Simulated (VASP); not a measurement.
# S (Fm-3m) in VASP: notebook

S is run at these levels: PBE; tasks: single point.

Everything below comes from runs of VASP 6.6.1. Logs are shortened: lines on timing, memory, paths and dates and some standing lists are left out, and cuts for length are marked.

## Step 1: The cell of the first run

Symmetry: Fm-3m, No. 225, cubic system. Conventional cell: a = 2.975 Å, b = 2.975 Å, c = 2.975 Å, α = 90.00°, β = 90.00°, γ = 90.00°. Within 2.8 Å of S (site symmetry m-3m) lie 12 S at 2.10 Å.

## Step 2: Single point, PBE (volume scaled by 0.415, to set the pressure)

The input, INCAR:

```
SYSTEM = S
PREC = Accurate ; ENCUT = 520
EDIFF = 1E-7 ; ISMEAR = -1
SIGMA = 0.05 ; LREAL = .FALSE.
LASPH = .TRUE. ; NELM = 100
ALGO = Normal ; ISIF = 2
LWAVE = .FALSE. ; LCHARG = .FALSE.
GGA = PE ; NBANDS = 9
```

The input, KPOINTS:

```
regular mesh
0
G
  22 22 22
  0 0 0
```

The input, POSCAR:

```
S
1.0
    0.0000000000      1.4876990163      1.4876990163
    1.4876990163      0.0000000000      1.4876990163
    1.4876990163      1.4876990163      0.0000000000
S
1
Direct
    0.0000000000      0.0000000000      0.0000000000
```

Potentials or basis: VASP PAW PBE potentials, release 64 (S).

On the command line:

```sh
> cat potpaw_PBE.64/S/POTCAR > POTCAR
> mpirun -np 1 vasp_std > vasp.out
```

OUTCAR:

```text
SYSTEM = S
   PREC = Accurate
   ENCUT = 520
   EDIFF = 1E-7
   ISMEAR = -1
   LREAL = .FALSE.
   LASPH = .TRUE.
   NELM = 100
   ISIF = 2
   GGA = PE

 ion  position               nearest neighbor table
   1  0.000  0.000  0.000-

  LATTYP: Found a face centered cubic cell.
 ALAT       =     2.9753980326

  Lattice vectors:

 A1 = (   0.0000000000,   1.4876990163,   1.4876990163)
 A2 = (   1.4876990163,   0.0000000000,   1.4876990163)
 A3 = (   1.4876990163,   1.4876990163,   0.0000000000)

Analysis of symmetry for initial positions (statically):
=====================================================================
 Subroutine PRICEL returns:
 Original cell was already a primitive cell.

 Routine SETGRP: Setting up the symmetry group for a
 face centered cubic supercell.

 Subroutine GETGRP returns: Found 48 space group operations
 (whereof 48 operations were pure point group operations)
 out of a pool of 48 trial point group operations.

The static configuration has the point symmetry O_h .

Analysis of symmetry for dynamics (positions and initial velocities):
=====================================================================
 Subroutine PRICEL returns:
 Original cell was already a primitive cell.

 Routine SETGRP: Setting up the symmetry group for a
 face centered cubic supercell.

 Subroutine GETGRP returns: Found 48 space group operations
 (whereof 48 operations were pure point group operations)
 out of a pool of 48 trial point group operations.

The dynamic configuration has the point symmetry O_h .

 Subroutine INISYM returns: Found 48 space group operations
 (whereof 48 operations are pure point group operations),
 and found     1 'primitive' translations

----------------------------------------------------------------------------------------

                                     Primitive cell

  volume of cell :       6.5853

  direct lattice vectors                    reciprocal lattice vectors
     0.000000000  1.487699016  1.487699016    -0.336089488  0.336089488  0.336089488
     1.487699016  0.000000000  1.487699016     0.336089488 -0.336089488  0.336089488
     1.487699016  1.487699016  0.000000000     0.336089488  0.336089488 -0.336089488

  length of vectors
     2.103924126  2.103924126  2.103924126     0.582124068  0.582124068  0.582124068

  position of ions in fractional coordinates (direct lattice)
     0.000000000  0.000000000  0.000000000
[... 72 lines left out ...]
   LSORBIT =      F    spin-orbit coupling
   LASPH  =      T    aspherical Exc in radial PAW
   ENCUT  =  520.0 eV  38.22 Ry    6.18 a.u.   3.91  3.91  3.91*2*pi/ulx,y,z
   NELM   =    100;   NELMIN=  2; NELMDL= -5     # of ELM steps
   EDIFF  = 0.1E-06   stopping-criterion for ELM
   LREAL  =      F    real-space projection
   EDIFFG = 0.1E-05   stopping-criterion for IOM
   NSW    =      0    number of steps for IOM
   IBRION =     -1    ionic relax: 0-MD 1-quasi-New 2-CG
   NFREE  =      0    steps in history (QN), initial steepest desc. (CG)
   ISIF   =      2    stress and relaxation
   ISYM   =      2    0-nonsym 1-usesym 2-fastsym
   POTIM  = 0.5000    time-step for ionic-motion
   TEBEG  =    0.0;   TEEND  =   0.0 temperature during run
   PSTRESS=    0.0 pullay stress
   NELECT =       6.0000    total number of electrons
   NUPDOWN=      -1.0000    fix difference up-down
   EMIN   =  10.00;   EMAX   =-10.00  energy-range for DOS
   EFERMI =   0.00;   METHOD = LEGACY
   ISMEAR =    -1;   SIGMA  =   0.05  broadening in eV -4-tet -1-fermi 0-gaus
   EFERMI_NEDOS =   21; number of points for ismear=-14 and -15
   IALGO  =     38    algorithm
   IMIX   =      4    mixing-type and parameters
     AMIX     =   0.40;   BMIX     =  1.00
     AMIX_MAG =   1.60;   BMIX_MAG =  1.00
  volume/ion in A,a.u.               =       6.59        44.44
  Fermi-wavevector in a.u.,A,eV,Ry     =   1.587085  2.999156 34.270880  2.518839
  Thomas-Fermi vector in A             =   2.686297
   LORBIT       =      0    0 simple, 1 ext, 2 COOP (PROOUT), +10 PAW based schemes
   GGA     = PE    functional components
   LHFCALC =     F    Hartree Fock is set to
   AEXX    =    0.0000 exact exchange contribution
   IVDW    =     0    specifies the selected vdW correction
   LEPSILON=     F    determine dielectric tensor
   LRPA    =     F    only Hartree local field effects (RPA)
 non-spin polarized calculation
  energy-cutoff  :      520.00
  volume of cell :        6.59
 maximum number of plane-waves:       190
   NGX =  7   NGY =  7   NGZ =  7

 number of electron       6.0000000 magnetization

 Free energy of the ion-electron system (eV)
  ---------------------------------------------------
  ext. energy  EPLUGINS =         0.00000000
  ---------------------------------------------------
  free energy    TOTEN  =         2.64085140 eV

  energy without entropy =        2.64432889  energy(sigma->0) =        2.64259015

 E-fermi :  25.7628     XC(G=0): -15.6605

 val. band max:       25.7627793389   @ k =  -0.3182   0.3636   0.0455
 cond. band min:      25.7848463914   @ k =  -0.4545   0.3182   0.0000
 fundamental gap:      0.0220670525
 Fermi energy:        25.7628070627

 k-point     1 :       0.0000    0.0000    0.0000
  band No.  band energies     occupation
      1      -4.4808      2.00000
      2      37.4859      0.00000
      3      37.4859      0.00000
      4      37.4859      0.00000
      5      37.9687      0.00000
      6      37.9687      0.00000
      7      37.9687      0.00000
      8      47.7098      0.00000
      9      49.5106      0.00000
[... 265 lines left out ...]
 k-point    24 :      -0.4545    0.0455    0.0000
  band No.  band energies     occupation
      1       5.9383      2.00000
      2       8.7076      2.00000
      3      31.6211      0.00000
      4      32.7434      0.00000
      5      36.6101      0.00000
      6      36.8712      0.00000
      7      42.5931      0.00000
      8      46.5603      0.00000
      9      58.0117      0.00000

 [... further k-points ...]
[... 5 lines left out ...]
  --------------------------------------------------------------------------------------
  -------------------------------------------------------------------------------------
  Total       15.9227978     15.9227978     15.9227978     -0.0000000      0.0000000      0.0000000
  in kB     3873.9564895   3873.9564895   3873.9564895     -0.0000000      0.0000000      0.0000000
  external PRESSURE =    3873.9564895 kB  Pullay stress =       0.0000000 kB

 VOLUME and BASIS-vectors are now :
 -----------------------------------------------------------------------------
  energy-cutoff  :      520.00
  volume of cell :        6.59
      direct lattice vectors                 reciprocal lattice vectors
     0.000000000  1.487699016  1.487699016    -0.336089488  0.336089488  0.336089488
     1.487699016  0.000000000  1.487699016     0.336089488 -0.336089488  0.336089488
     1.487699016  1.487699016  0.000000000     0.336089488  0.336089488 -0.336089488

 POSITION                                       TOTAL-FORCE (eV/Angst)
 -----------------------------------------------------------------------------------
      0.00000      0.00000      0.00000        -0.000000      0.000000      0.000000
 -----------------------------------------------------------------------------------
    total drift:                               -0.000000     -0.000000      0.000000

  FREE ENERGIE OF THE ION-ELECTRON SYSTEM (eV)
  ---------------------------------------------------
  free  energy   TOTEN  =         2.6408514033 eV

  energy  without entropy=        2.6443288897  energy(sigma->0) =        2.64259015
```

Wall time 12 s (1 thread of Intel Xeon Platinum 8259CL at 2.50GHz (Skylake/Cascade Lake), shared host); peak memory 0.12 GiB.

What came out:

```yaml
Free_energy: 2.6409 eV
Pressure: 387.4 GPa
Band_gap_on_the_k_mesh: zero (band 3 reaches 37.49 eV, above the bottom of band 4 at 16.80 eV)
```

Caveat: the cell differs from its parent crystal (volume scaled by 0.415, to set the pressure).

## Step 3: Single point, PBE

This run uses another cell than the first one, of 6.61 Å³/atom, 1.004 times its volume.

The input, INCAR:

```
PREC = Accurate
ENCUT = 520
EDIFF = 1E-6
ISMEAR = -1
SIGMA = 0.05
LREAL = F
LASPH = T
NELM = 60
ALGO = Normal
ISIF = 2
LWAVE = F
LCHARG = T
GGA = PE
LELF = T
LVHAR = T
NBANDS = 9
```

The input, KPOINTS:

```
regular mesh
0
Gamma
  22 22 22
```

The input, POSCAR:

```
S
1.0
    0.0000000000      1.4895471656      1.4895471656
    1.4895471656      0.0000000000      1.4895471656
    1.4895471656      1.4895471656      0.0000000000
S
1
Direct
    0.0000000000      0.0000000000      0.0000000000
```

Potentials or basis: VASP PAW PBE potentials, release 64 (S).

On the command line:

```sh
> cat potpaw_PBE.64/S/POTCAR > POTCAR
> mpirun -np 1 vasp_std > vasp.out
```

Run time: 13 s. Hardware: 1 thread of Intel Xeon Platinum 8259CL at 2.50GHz (Skylake/Cascade Lake), shared host; peak memory 0.12 GiB.

The run converged. Its results:

| Property | Result |
| --- | --- |
| Free energy | 2.5817 eV |
| Pressure | 383.1 GPa |
| Band gap on the k mesh | zero (band 3 reaches 37.32 eV, above the bottom of band 4 at 16.74 eV) |

Levels at points of the mesh, in eV from the Fermi level:
```
           k point  band 1  band 2  band 3  band 4  band 5  band 6
(0.00, 0.00, 0.00)  -30.17   11.66   11.66   11.66   12.20   12.20
(0.50, 0.00, 0.00)  -18.54  -18.48    7.29    7.29   10.52   10.52
(0.50, 0.50, 0.00)  -15.87  -13.31   -1.64   -1.64   -0.22    5.62
```
